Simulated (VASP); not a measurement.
# Sr2SO (P4/mmm) in VASP: notebook, part 2 of 2

VASP 6.6.1. Earlier steps stand in the parts before.

### 4 Single point, PBE

This run uses another cell than the first one, of 20.45 Å³/atom, 1.164 times its volume.

INCAR

```
PREC = Accurate ; ENCUT = 520
EDIFF = 1E-7 ; ISMEAR = -1
SIGMA = 0.05 ; LREAL = False
LASPH = True ; NELM = 80
ALGO = Normal ; ISIF = 2
LWAVE = False ; LCHARG = False
GGA = PE ; NBANDS = 24
```

KPOINTS

```
regular mesh
0
Gamma
  7 7 5
```

POSCAR

```
Sr2SO
1.0
    3.8655926302      0.0000000000      0.0000000000
    0.0000000000      3.8655926302      0.0000000000
    0.0000000000      0.0000000000      5.4739710778
Sr S O
2 1 1
Direct
    0.5000000000      0.5000000000      0.5000000000
    0.0000000000      0.0000000000      0.0000000000
    0.0000000000      0.0000000000      0.5000000000
    0.5000000000      0.5000000000      0.0000000000
```

Potentials or basis: VASP PAW PBE potentials, release 64 (Sr_sv, S, O).

Launch:

```console
cat potpaw_PBE.64/Sr_sv/POTCAR potpaw_PBE.64/S/POTCAR potpaw_PBE.64/O/POTCAR > POTCAR
mpirun -np 1 vasp_std > vasp.out
```

OUTCAR:

```text
PREC = Accurate
   ENCUT = 520
   EDIFF = 1E-7
   ISMEAR = -1
   LREAL = False
   LASPH = True
   NELM = 80
   ISIF = 2
   GGA = PE

 ion  position               nearest neighbor table
   1  0.500  0.500  0.500-   3 2.73   3 2.73   3 2.73   3 2.73   4 2.74   4 2.74   2 3.87   2 3.87
                             2 3.87   2 3.87   2 3.87   2 3.87   2 3.87   2 3.87
   2  0.000  0.000  0.000-   4 2.73   4 2.73   4 2.73   4 2.73   3 2.74   3 2.74   1 3.87   1 3.87
                             1 3.87   1 3.87   1 3.87   1 3.87   1 3.87   1 3.87
   3  0.000  0.000  0.500-   1 2.73   1 2.73   1 2.73   1 2.73   2 2.74   2 2.74
   4  0.500  0.500  0.000-   2 2.73   2 2.73   2 2.73   2 2.73   1 2.74   1 2.74

  LATTYP: Found a simple tetragonal cell.
 ALAT       =     3.8655926302
 C/A-ratio  =     1.4160755158

  Lattice vectors:

 A1 = (   3.8655926302,   0.0000000000,   0.0000000000)
 A2 = (   0.0000000000,   3.8655926302,   0.0000000000)
 A3 = (   0.0000000000,   0.0000000000,   5.4739710778)

Analysis of symmetry for initial positions (statically):
=====================================================================
 Subroutine PRICEL returns:
 Original cell was already a primitive cell.

 Routine SETGRP: Setting up the symmetry group for a
 simple tetragonal supercell.

 Subroutine GETGRP returns: Found 16 space group operations
 (whereof 16 operations were pure point group operations)
 out of a pool of 16 trial point group operations.

The static configuration has the point symmetry D_4h.

Analysis of symmetry for dynamics (positions and initial velocities):
=====================================================================
 Subroutine PRICEL returns:
 Original cell was already a primitive cell.

 Routine SETGRP: Setting up the symmetry group for a
 simple tetragonal supercell.

 Subroutine GETGRP returns: Found 16 space group operations
 (whereof 16 operations were pure point group operations)
 out of a pool of 16 trial point group operations.

The dynamic configuration has the point symmetry D_4h.

 Subroutine INISYM returns: Found 16 space group operations
 (whereof 16 operations are pure point group operations),
 and found     1 'primitive' translations

----------------------------------------------------------------------------------------

                                     Primitive cell

  volume of cell :      81.7965

  direct lattice vectors                    reciprocal lattice vectors
     3.865592630  0.000000000  0.000000000     0.258692546  0.000000000  0.000000000
     0.000000000  3.865592630  0.000000000     0.000000000  0.258692546  0.000000000
     0.000000000  0.000000000  5.473971078     0.000000000  0.000000000  0.182682734

  length of vectors
     3.865592630  3.865592630  5.473971078     0.258692546  0.258692546  0.182682734

  position of ions in fractional coordinates (direct lattice)
     0.500000000  0.500000000  0.500000000
     0.000000000  0.000000000  0.000000000
     0.000000000  0.000000000  0.500000000
     0.500000000  0.500000000  0.000000000

  ion indices of the primitive-cell ions
   primitive index   ion index
                 1           1
                 2           2
                 3           3
                 4           4

----------------------------------------------------------------------------------------

 KPOINTS: regular mesh

Automatic generation of k-mesh.
 Grid dimensions read from file:
 generate k-points for:    7    7    5

 Generating k-lattice:

  Cartesian coordinates                     Fractional coordinates (reciprocal lattice)
     0.036956078  0.000000000  0.000000000     0.142857143  0.000000000  0.000000000
     0.000000000  0.036956078  0.000000000     0.000000000  0.142857143  0.000000000
     0.000000000  0.000000000  0.036536547     0.000000000  0.000000000  0.200000000

  Length of vectors
     0.036956078  0.036956078  0.036536547

  Shift w.r.t. Gamma in fractional coordinates (k-lattice)
     0.000000000  0.000000000  0.000000000

 Subroutine IBZKPT returns following result:
 ===========================================

 Found     30 irreducible k-points:

 Following reciprocal coordinates:
            Coordinates               Weight
  0.000000  0.000000  0.000000      1.000000
  0.142857  0.000000  0.000000      4.000000
  0.285714  0.000000  0.000000      4.000000
  0.428571  0.000000  0.000000      4.000000
  0.142857  0.142857  0.000000      4.000000
  0.285714  0.142857  0.000000      8.000000
[... 16 lines left out ...]
  0.285714  0.000000  0.400000      8.000000
  0.428571  0.000000  0.400000      8.000000
 [... further k-points ...]
   k-points           NKPTS =     30   k-points in BZ     NKDIM =     30   number of bands    NBANDS=     24
   number of dos      NEDOS =    301   number of ions     NIONS =      4
   total plane-waves  NPLWV =  37800
   dimension x,y,z NGX =    30 NGY =   30 NGZ =   42
   dimension x,y,z NGXF=    60 NGYF=   60 NGZF=   84
   ions per type =               2   1   1
   NGX,Y,Z   is equivalent  to a cutoff of  12.90, 12.90, 12.76 a.u.
   NGXF,Y,Z  is equivalent  to a cutoff of  25.80, 25.80, 25.51 a.u.
 SYSTEM =  unknown system
   PREC   = accura    normal or accurate (medium, high low for compatibility)
   ISTART =      0    job   : 0-new  1-cont  2-samecut
   ICHARG =      2    charge: 1-file 2-atom 10-const
   ISPIN  =      1    spin polarized calculation?
   LNONCOLLINEAR =      F non collinear calculations
   LSORBIT =      F    spin-orbit coupling
   LASPH  =      T    aspherical Exc in radial PAW
   ENCUT  =  520.0 eV  38.22 Ry    6.18 a.u.   7.19  7.19 10.18*2*pi/ulx,y,z
   NELM   =     80;   NELMIN=  2; NELMDL= -5     # of ELM steps
   EDIFF  = 0.1E-06   stopping-criterion for ELM
   LREAL  =      F    real-space projection
   EDIFFG = 0.1E-05   stopping-criterion for IOM
   NSW    =      0    number of steps for IOM
   IBRION =     -1    ionic relax: 0-MD 1-quasi-New 2-CG
   NFREE  =      0    steps in history (QN), initial steepest desc. (CG)
   ISIF   =      2    stress and relaxation
   ISYM   =      2    0-nonsym 1-usesym 2-fastsym
   POTIM  = 0.5000    time-step for ionic-motion
   TEBEG  =    0.0;   TEEND  =   0.0 temperature during run
   PSTRESS=    0.0 pullay stress
   NELECT =      32.0000    total number of electrons
   NUPDOWN=      -1.0000    fix difference up-down
   EMIN   =  10.00;   EMAX   =-10.00  energy-range for DOS
   EFERMI =   0.00;   METHOD = LEGACY
   ISMEAR =    -1;   SIGMA  =   0.05  broadening in eV -4-tet -1-fermi 0-gaus
   EFERMI_NEDOS =   21; number of points for ismear=-14 and -15
   IALGO  =     38    algorithm
   IMIX   =      4    mixing-type and parameters
     AMIX     =   0.40;   BMIX     =  1.00
     AMIX_MAG =   1.60;   BMIX_MAG =  1.00
  volume/ion in A,a.u.               =      20.45       138.00
  Fermi-wavevector in a.u.,A,eV,Ry     =   1.197328  2.262623 19.505247  1.433595
  Thomas-Fermi vector in A             =   2.333246
   LORBIT       =      0    0 simple, 1 ext, 2 COOP (PROOUT), +10 PAW based schemes
   GGA     = PE    functional components
   LHFCALC =     F    Hartree Fock is set to
   AEXX    =    0.0000 exact exchange contribution
   IVDW    =     0    specifies the selected vdW correction
   LEPSILON=     F    determine dielectric tensor
   LRPA    =     F    only Hartree local field effects (RPA)
 non-spin polarized calculation
  energy-cutoff  :      520.00
  volume of cell :       81.80
 maximum number of plane-waves:      2218
 NGX is ok and might be reduce to    30
   NGX = 15   NGY = 15   NGZ = 21

 number of electron      32.0000005 magnetization

 Free energy of the ion-electron system (eV)
  ---------------------------------------------------
  ext. energy  EPLUGINS =         0.00000000
  ---------------------------------------------------
  free energy    TOTEN  =       -20.88270351 eV

  energy without entropy =      -20.88270351  energy(sigma->0) =      -20.88270351

 E-fermi :   3.4838     XC(G=0):  -9.7146

 val. band max:        2.4643813449   @ k =   0.0000   0.0000   0.0000
 cond. band min:       4.5061609576   @ k =   0.0000   0.0000   0.0000
 fundamental gap:      2.0417796127
 Fermi energy:         3.4838336267

 k-point     1 :       0.0000    0.0000    0.0000
  band No.  band energies     occupation
      1     -30.5102      2.00000
      2     -30.3987      2.00000
      3     -13.0320      2.00000
      4     -12.6317      2.00000
      5     -12.6317      2.00000
      6     -12.3355      2.00000
[... 637 lines left out ...]
     23      10.3900      0.00000
     24      10.9040      0.00000

 [... further k-points ...]
[... 5 lines left out ...]
  --------------------------------------------------------------------------------------
  -------------------------------------------------------------------------------------
  Total        5.2984678      5.2984678      5.2990476      0.0000000     -0.0000000     -0.0000000
  in kB      103.7829993    103.7829993    103.7943551      0.0000000     -0.0000000     -0.0000000
  external PRESSURE =     103.7867845 kB  Pullay stress =       0.0000000 kB

 VOLUME and BASIS-vectors are now :
 -----------------------------------------------------------------------------
  energy-cutoff  :      520.00
  volume of cell :       81.80
      direct lattice vectors                 reciprocal lattice vectors
     3.865592630  0.000000000  0.000000000     0.258692546  0.000000000  0.000000000
     0.000000000  3.865592630  0.000000000     0.000000000  0.258692546  0.000000000
     0.000000000  0.000000000  5.473971078     0.000000000  0.000000000  0.182682734

 POSITION                                       TOTAL-FORCE (eV/Angst)
 -----------------------------------------------------------------------------------
      1.93280      1.93280      2.73699         0.000000      0.000000      0.000000
      0.00000      0.00000      0.00000         0.000000      0.000000      0.000000
      0.00000      0.00000      2.73699         0.000000      0.000000      0.000000
      1.93280      1.93280      0.00000         0.000000      0.000000      0.000000
 -----------------------------------------------------------------------------------
    total drift:                                0.000000      0.000000     -0.000000

  FREE ENERGIE OF THE ION-ELECTRON SYSTEM (eV)
  ---------------------------------------------------
  free  energy   TOTEN  =       -20.8827035110 eV

  energy  without entropy=      -20.8827035109  energy(sigma->0) =      -20.88270351
```

stdout:

```text
POSCAR found type information on POSCAR SrS O
 POSCAR found :  3 types and       4 ions
 scaLAPACK will be used
 LDA part: xc-table for (Slater+PW92), standard interpolation
 POSCAR, INCAR and KPOINTS ok, starting setup
 FFT: planning ... GRIDC
 FFT: planning ... GRID_SOFT
 FFT: planning ... GRID
 WAVECAR not read
 entering main loop
```

It took 60 s on 1 thread of Intel Xeon Platinum 8488C (Sapphire Rapids), shared host; peak memory 0.22 GiB.

Results:

```yaml
Free_energy: -20.8827 eV
Pressure: 10.4 GPa
Band_gap_on_the_k_mesh: 2.04 eV, direct
```

A k mesh can miss the band edges. As with any semilocal functional, this PBE gap is likely too small.

### 5 Single point, PBE

This run uses another cell than the first one, of 21.64 Å³/atom, 1.232 times its volume.

INCAR

```
PREC = Accurate
ENCUT = 520
EDIFF = 1E-6
ISMEAR = -1
SIGMA = 0.05
LREAL = False
LASPH = True
NELM = 60
ALGO = Normal
ISIF = 2
LWAVE = False
LCHARG = False
GGA = PE
NBANDS = 24
```

KPOINTS

```
Automatic mesh
0
Gamma
  7 7 5
```

POSCAR

```
Sr2SO
1.0
    3.9392413418      0.0000000000      0.0000000000
    0.0000000000      3.9392413418      0.0000000000
    0.0000000000      0.0000000000      5.5777403336
Sr S O
2 1 1
Direct
    0.5000000000      0.5000000000      0.5000000000
    0.0000000000      0.0000000000      0.0000000000
    0.0000000000      0.0000000000      0.5000000000
    0.5000000000      0.5000000000      0.0000000000
```

Launch:

```console
cat potpaw_PBE.64/Sr_sv/POTCAR potpaw_PBE.64/S/POTCAR potpaw_PBE.64/O/POTCAR > POTCAR
mpirun -np 1 vasp_std > vasp.out
```

It took 58 s on 1 thread of Intel Xeon Platinum 8488C (Sapphire Rapids), shared host; peak memory 0.22 GiB.

It converged, with:

```
Free energy            : -21.1139 eV
Pressure               : 5.3 GPa
Band gap on the k mesh : 2.12 eV, direct
```

Levels at points of the mesh, in eV from the valence-band top:
```csv
k point,band 14,band 15,band 16,band 17,band 18,band 19
"(0.00, 0.00, 0.00)",-0.03,0.00,0.00,2.12,3.34,4.71
```

### 6 Summary

```tsv
cell	gap on the mesh (eV)	pressure (GPa)
a = 3.675, b = 3.675, c = 5.205 Å, 4 atoms	1.66	30.7
a = 3.756, b = 3.756, c = 5.320 Å, 4 atoms	1.88	20.5
a = 3.866, b = 3.866, c = 5.474 Å, 4 atoms	2.04	10.4
a = 3.939, b = 3.939, c = 5.578 Å, 4 atoms	2.12	5.3
```

Alike in all rows: task single point; level PBE; potentials or basis VASP PAW PBE potentials, release 64 (Sr_sv, S, O); no spin polarisation; k mesh 7 × 7 × 5; cutoff (eV) 520; smearing fermi-dirac 0.05 eV.

Total energies depend on the potentials used, so only differences within one code and one set of settings carry meaning.
